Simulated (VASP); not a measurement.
# Ti12B (a cell with a defect) in VASP: single point with PBE

Aim: the single point of Ti12B (a cell with a defect) with PBE.

Everything below comes from runs of VASP 6.6.1. Logs are shortened: lines on timing, memory, paths and dates and some standing lists are left out, and cuts for length are marked.

## Step 1: The cell of the first run

The cell holds a defect, 13 atoms: a = 5.900 Å, b = 8.850 Å, c = 4.685 Å, α = 90.00°, β = 90.00°, γ = 120.00°.

## Step 2: Single point, PBE

The input, INCAR:

```
SYSTEM = Ti12B
  PREC = Accurate
  ENCUT = 520
  EDIFF = 1E-7
  ISMEAR = -1
  SIGMA = 0.1
  LREAL = .FALSE.
  LASPH = .TRUE.
  NELM = 100
  ALGO = Normal
  ISIF = 2
  LWAVE = .FALSE.
  LCHARG = .FALSE.
  GGA = PE
  NBANDS = 86
```

The input, KPOINTS:

```
Automatic mesh
0
G
  4 3 5
  0 0 0
```

The input, POSCAR:

```
Ti12B
1.0
    5.9000000000      0.0000000000      0.0000000000
   -4.4250000000      7.6643250000      0.0000000000
    0.0000000000      0.0000000000      4.6846000000
Ti B
12 1
Direct
    0.0227878897      0.0078218671     -0.0191114030
    0.1877711576      0.2258172114      0.4761474058
    0.0297612387      0.3376712970     -0.0325354791
    0.2010890997      0.5693964730      0.5107090389
    0.0306086116      0.6856910449     -0.0252378051
    0.1937509510      0.9029461647      0.4868436861
    0.5227993430      0.0024629972     -0.0099547607
    0.6857267544      0.2197568701      0.5016301598
    0.5152973723      0.3359488189     -0.0338648573
    0.6865388483      0.5675824719      0.5090425545
    0.5285965397      0.6794977061      0.0006424421
    0.6936121176      0.8974677695      0.4959423443
   -0.1416763438      0.4527671382      1.2382297436
```

Potentials or basis: VASP PAW PBE potentials, release 64 (Ti_sv, B).

On the command line:

```console
cat potpaw_PBE.64/Ti_sv/POTCAR potpaw_PBE.64/B/POTCAR > POTCAR
mpirun -np 1 vasp_std > vasp.out
```

OUTCAR:

```text
SYSTEM = Ti12B
   PREC = Accurate
   ENCUT = 520
   EDIFF = 1E-7
   ISMEAR = -1
   LREAL = .FALSE.
   LASPH = .TRUE.
   NELM = 100
   ISIF = 2
   GGA = PE

 ion  position               nearest neighbor table
   1  0.023  0.008  0.981-  12 2.83   6 2.86   2 2.86   5 2.87   2 2.90   3 2.90   6 2.90   9 2.91
                            11 2.91
   2  0.188  0.226  0.476-   3 2.84   9 2.84   1 2.86   6 2.88   1 2.90   3 2.91  12 2.91   9 2.92

   3  0.030  0.338  0.967-  13 2.17   4 2.78   8 2.80   2 2.84   9 2.87   1 2.90   2 2.91
   4  0.201  0.569  0.511-  13 2.17   3 2.78   5 2.80  11 2.84  10 2.87  12 2.91  11 2.92
   5  0.031  0.686  0.975-  13 2.17   4 2.80  10 2.80   6 2.83   7 2.86   1 2.87   6 2.92
   6  0.194  0.903  0.487-   5 2.83   8 2.86   1 2.86   7 2.87   2 2.88   7 2.90   1 2.90   5 2.92

   7  0.523  0.002  0.990-   8 2.83   5 2.86  12 2.86   6 2.87  11 2.88   6 2.90  12 2.90   8 2.92

   8  0.686  0.220  0.502-  13 2.17   9 2.80   3 2.80   7 2.83   6 2.86  12 2.88   7 2.92
   9  0.515  0.336  0.966-  13 2.17  10 2.78   8 2.80   2 2.84   3 2.87   1 2.91   2 2.92
  10  0.687  0.568  0.509-  13 2.17   9 2.78   5 2.80  11 2.84   4 2.87  12 2.90  11 2.91
  11  0.529  0.679  0.001-   4 2.84  10 2.84  12 2.86   7 2.88  12 2.89  10 2.91   1 2.91   4 2.92

  12  0.694  0.897  0.496-   1 2.83   7 2.86  11 2.86   8 2.88  11 2.89  10 2.90   7 2.90   4 2.91
                             2 2.91
  13  0.858  0.453  0.238-   4 2.17   9 2.17  10 2.17   3 2.17   5 2.17   8 2.17

  LATTYP: Found a simple monoclinic cell.
 ALAT       =     5.9000000000
 B/A-ratio  =     0.7940000000
 C/A-ratio  =     1.3228756849
 COS(beta)  =    -0.1889822323

  Lattice vectors:

 A1 = (   5.9000000000,   0.0000000000,   0.0000000000)
 A2 = (   0.0000000000,   0.0000000000,   4.6846000000)
 A3 = (  -1.4750000000,  -7.6643250000,   0.0000000000)

Analysis of symmetry for initial positions (statically):
=====================================================================
 Subroutine PRICEL returns:
 Original cell was already a primitive cell.

 Routine SETGRP: Setting up the symmetry group for a
 simple monoclinic supercell.

 Subroutine GETGRP returns: Found  1 space group operations
 (whereof  1 operations were pure point group operations)
 out of a pool of  4 trial point group operations.

The static configuration has the point symmetry C_1 .

Analysis of symmetry for dynamics (positions and initial velocities):
=====================================================================
 Subroutine PRICEL returns:
 Original cell was already a primitive cell.

 Routine SETGRP: Setting up the symmetry group for a
 simple monoclinic supercell.

 Subroutine GETGRP returns: Found  1 space group operations
 (whereof  1 operations were pure point group operations)
 out of a pool of  4 trial point group operations.

The dynamic configuration has the point symmetry C_1 .

 Subroutine INISYM returns: Found  1 space group operations
 (whereof  1 operations are pure point group operations),
 and found     1 'primitive' translations

----------------------------------------------------------------------------------------

                                     Primitive cell

  volume of cell :     211.8354

  direct lattice vectors                    reciprocal lattice vectors
     5.900000000  0.000000000  0.000000000     0.169491525  0.097855976  0.000000000
    -4.425000000  7.664325000  0.000000000     0.000000000  0.130474634  0.000000000
     0.000000000  0.000000000  4.684600000     0.000000000  0.000000000  0.213465397

  length of vectors
     5.900000000  8.850000153  4.684600000     0.195711955  0.130474634  0.213465397

  position of ions in fractional coordinates (direct lattice)
     0.022787890  0.007821867  0.980888597
     0.187771158  0.225817211  0.476147406
     0.029761239  0.337671297  0.967464521
     0.201089100  0.569396473  0.510709039
     0.030608612  0.685691045  0.974762195
     0.193750951  0.902946165  0.486843686
     0.522799343  0.002462997  0.990045239
     0.685726754  0.219756870  0.501630160
     0.515297372  0.335948819  0.966135143
     0.686538848  0.567582472  0.509042554
     0.528596540  0.679497706  0.000642442
     0.693612118  0.897467769  0.495942344
     0.858323656  0.452767138  0.238229744

  ion indices of the primitive-cell ions
   primitive index   ion index
                 1           1
                 2           2
                 3           3
                 4           4
                 5           5
                 6           6
                 7           7
                 8           8
                 9           9
                10          10
                11          11
                12          12
                13          13

----------------------------------------------------------------------------------------

 KPOINTS: Automatic mesh

Automatic generation of k-mesh.
 Grid dimensions read from file:
 generate k-points for:    4    3    5

 Generating k-lattice:

  Cartesian coordinates                     Fractional coordinates (reciprocal lattice)
     0.042372881  0.024463994  0.000000000     0.250000000  0.000000000  0.000000000
     0.000000000  0.043491545  0.000000000     0.000000000  0.333333333  0.000000000
     0.000000000  0.000000000  0.042693079     0.000000000  0.000000000  0.200000000

  Length of vectors
     0.048927989  0.043491545  0.042693079

  Shift w.r.t. Gamma in fractional coordinates (k-lattice)
     0.000000000  0.000000000  0.000000000

 Subroutine IBZKPT returns following result:
 ===========================================

 Found     31 irreducible k-points:

 Following reciprocal coordinates:
            Coordinates               Weight
  0.000000  0.000000  0.000000      1.000000
  0.250000  0.000000  0.000000      2.000000
  0.500000  0.000000  0.000000      1.000000
  0.000000  0.333333  0.000000      2.000000
  0.250000  0.333333  0.000000      2.000000
  0.500000  0.333333  0.000000      2.000000
[... 16 lines left out ...]
  0.500000  0.000000  0.400000      2.000000
  0.000000  0.333333  0.400000      2.000000
 [... further k-points ...]
   k-points           NKPTS =     31   k-points in BZ     NKDIM =     31   number of bands    NBANDS=     86
   number of dos      NEDOS =    301   number of ions     NIONS =     13
   total plane-waves  NPLWV = 120960
   dimension x,y,z NGX =    48 NGY =   70 NGZ =   36
   dimension x,y,z NGXF=    96 NGYF=  140 NGZF=   72
   ions per type =              12   1
   NGX,Y,Z   is equivalent  to a cutoff of  13.53, 13.15, 12.78 a.u.
   NGXF,Y,Z  is equivalent  to a cutoff of  27.05, 26.30, 25.55 a.u.
 SYSTEM =  Ti12B
   PREC   = accura    normal or accurate (medium, high low for compatibility)
   ISTART =      0    job   : 0-new  1-cont  2-samecut
   ICHARG =      2    charge: 1-file 2-atom 10-const
   ISPIN  =      1    spin polarized calculation?
   LNONCOLLINEAR =      F non collinear calculations
   LSORBIT =      F    spin-orbit coupling
   LASPH  =      T    aspherical Exc in radial PAW
   ENCUT  =  520.0 eV  38.22 Ry    6.18 a.u.  10.97 16.46  8.71*2*pi/ulx,y,z
   NELM   =    100;   NELMIN=  2; NELMDL= -5     # of ELM steps
   EDIFF  = 0.1E-06   stopping-criterion for ELM
   LREAL  =      F    real-space projection
   EDIFFG = 0.1E-05   stopping-criterion for IOM
   NSW    =      0    number of steps for IOM
   IBRION =     -1    ionic relax: 0-MD 1-quasi-New 2-CG
   NFREE  =      0    steps in history (QN), initial steepest desc. (CG)
   ISIF   =      2    stress and relaxation
   ISYM   =      2    0-nonsym 1-usesym 2-fastsym
   POTIM  = 0.5000    time-step for ionic-motion
   TEBEG  =    0.0;   TEEND  =   0.0 temperature during run
   PSTRESS=    0.0 pullay stress
   NELECT =     147.0000    total number of electrons
   NUPDOWN=      -1.0000    fix difference up-down
   EMIN   =  10.00;   EMAX   =-10.00  energy-range for DOS
   EFERMI =   0.00;   METHOD = LEGACY
   ISMEAR =    -1;   SIGMA  =   0.10  broadening in eV -4-tet -1-fermi 0-gaus
   EFERMI_NEDOS =   21; number of points for ismear=-14 and -15
   IALGO  =     38    algorithm
   IMIX   =      4    mixing-type and parameters
     AMIX     =   0.40;   BMIX     =  1.00
     AMIX_MAG =   1.60;   BMIX_MAG =  1.00
  volume/ion in A,a.u.               =      16.30       109.96
  Fermi-wavevector in a.u.,A,eV,Ry     =   1.449376  2.738924 28.581642  2.100691
  Thomas-Fermi vector in A             =   2.567110
   LORBIT       =      0    0 simple, 1 ext, 2 COOP (PROOUT), +10 PAW based schemes
   GGA     = PE    functional components
   LHFCALC =     F    Hartree Fock is set to
   AEXX    =    0.0000 exact exchange contribution
   IVDW    =     0    specifies the selected vdW correction
   LEPSILON=     F    determine dielectric tensor
   LRPA    =     F    only Hartree local field effects (RPA)
 non-spin polarized calculation
  energy-cutoff  :      520.00
  volume of cell :      211.84
 maximum number of plane-waves:      5724
 NGX is ok and might be reduce to    48
   NGX = 21   NGY = 33   NGZ = 17

 number of electron     147.0000001 magnetization

 Free energy of the ion-electron system (eV)
  ---------------------------------------------------
  ext. energy  EPLUGINS =         0.00000000
  ---------------------------------------------------
  free energy    TOTEN  =      -101.11841069 eV

  energy without entropy =     -100.64247423  energy(sigma->0) =     -100.88044246

 E-fermi :   8.2434     XC(G=0): -11.5849

 val. band max:        8.2375778428   @ k =  -0.2500  -0.3333   0.4000
 cond. band min:       8.2443506331   @ k =   0.2500   0.3333   0.4000
 fundamental gap:      0.0067727903
 Fermi energy:         8.2433844631

 k-point     1 :       0.0000    0.0000    0.0000
  band No.  band energies     occupation
      1     -48.4805      2.00000
      2     -48.4098      2.00000
      3     -48.3988      2.00000
      4     -48.3725      2.00000
      5     -48.3694      2.00000
      6     -48.3649      2.00000
[... 77 lines left out ...]
     84       9.2551      0.00008
     85       9.2813      0.00006

 k-point     2 :       0.2500    0.0000    0.0000
  band No.  band energies     occupation
      1     -48.4707      2.00000
      2     -48.4199      2.00000
      3     -48.4012      2.00000
      4     -48.3759      2.00000
      5     -48.3651      2.00000
      6     -48.3609      2.00000
[... 1925 lines left out ...]
     84       8.9792      0.00127
     85       9.3956      0.00002

 k-point    24 :       0.0000    0.3333    0.4000
  band No.  band energies     occupation
      1     -48.4403      2.00000
      2     -48.4106      2.00000
      3     -48.3930      2.00000
      4     -48.3879      2.00000
      5     -48.3753      2.00000
      6     -48.3742      2.00000
[... 77 lines left out ...]
     84       9.2974      0.00005
     85       9.3716      0.00003

 [... further k-points ...]

 [bands above 85 left out]

------------------------ aborting loop because EDIFF is reached ----------------------------------------

  FORCE on cell =-STRESS in cart. coord.  units (eV):
  Direction    XX          YY          ZZ          XY          YZ          ZX
  --------------------------------------------------------------------------------------
  -------------------------------------------------------------------------------------
  Total        3.1962877      3.4573178      6.6663650     -0.0000255      0.1046940      0.0563536
  in kB       24.1745279     26.1487811     50.4198131     -0.0001926      0.7918333      0.4262197
  external PRESSURE =      33.5810407 kB  Pullay stress =       0.0000000 kB

 VOLUME and BASIS-vectors are now :
 -----------------------------------------------------------------------------
  energy-cutoff  :      520.00
  volume of cell :      211.84
      direct lattice vectors                 reciprocal lattice vectors
     5.900000000  0.000000000  0.000000000     0.169491525  0.097855976  0.000000000
    -4.425000000  7.664325000  0.000000000     0.000000000  0.130474634  0.000000000
     0.000000000  0.000000000  4.684600000     0.000000000  0.000000000  0.213465397

 POSITION                                       TOTAL-FORCE (eV/Angst)
 -----------------------------------------------------------------------------------
      0.09984      0.05995      4.59507         0.006395      0.001096     -0.007499
      0.10861      1.73074      2.23056         0.003007     -0.003761     -0.009643
     -1.31860      2.58802      4.53218        -0.001632     -0.002235     -0.007655
     -1.33315      4.36404      2.39247        -0.007000      0.000753      0.006864
     -2.85359      5.25536      4.56637         0.007421      0.002063     -0.007877
     -2.85241      6.92047      2.28067         0.001827     -0.000596     -0.008343
      3.07362      0.01888      4.63797        -0.003547     -0.001572      0.002415
      3.07336      1.68429      2.34994        -0.004947     -0.003752      0.013543
      1.55368      2.57482      4.52596         0.008083     -0.000486     -0.011226
      1.53903      4.35014      2.38466         0.000040      0.003603      0.012044
      0.11194      5.20789      0.00301        -0.005770      0.003878      0.007502
      0.12102      6.87848      2.32329        -0.005627      0.001723      0.008866
      3.06061      3.47015      1.11601         0.001751     -0.000715      0.001008
 -----------------------------------------------------------------------------------
    total drift:                                0.000153     -0.000062     -0.000114

  FREE ENERGIE OF THE ION-ELECTRON SYSTEM (eV)
  ---------------------------------------------------
  free  energy   TOTEN  =      -101.1184106891 eV

  energy  without entropy=     -100.6424742340  energy(sigma->0) =     -100.88044246
```

It took 9.4 min on 1 thread of Intel Xeon 6975P-C (Granite Rapids), shared host; peak memory 0.58 GiB.

Results:

* Free energy: -101.1184 eV
* Pressure: 3.4 GPa
* Largest force: 0.015 eV/Å
* Band gap on the k mesh: zero (an odd number of electrons rules out a gap without spin polarisation)

Forces in eV/Å, atoms in the order of the input:
```
Ti   0.006  0.001 -0.007
Ti   0.003 -0.004 -0.010
Ti  -0.002 -0.002 -0.008
Ti  -0.007  0.001  0.007
Ti   0.007  0.002 -0.008
Ti   0.002 -0.001 -0.008
Ti  -0.004 -0.002  0.002
Ti  -0.005 -0.004  0.014
Ti   0.008  0.000 -0.011
Ti   0.000  0.004  0.012
Ti  -0.006  0.004  0.008
Ti  -0.006  0.002  0.009
B    0.002 -0.001  0.001
```

Levels at points of the mesh, in eV from the Fermi level:
```
           k point  band 70  band 71  band 72  band 73  band 74  band 75  band 76  band 77  band 78  band 79
(0.00, 0.00, 0.00)    -0.58    -0.53    -0.20    -0.11     0.47     0.59     0.62     0.66     0.75     0.76
(0.50, 0.00, 0.00)    -0.77    -0.58    -0.37    -0.32    -0.12     0.08     0.36     0.46     0.60     0.70
```
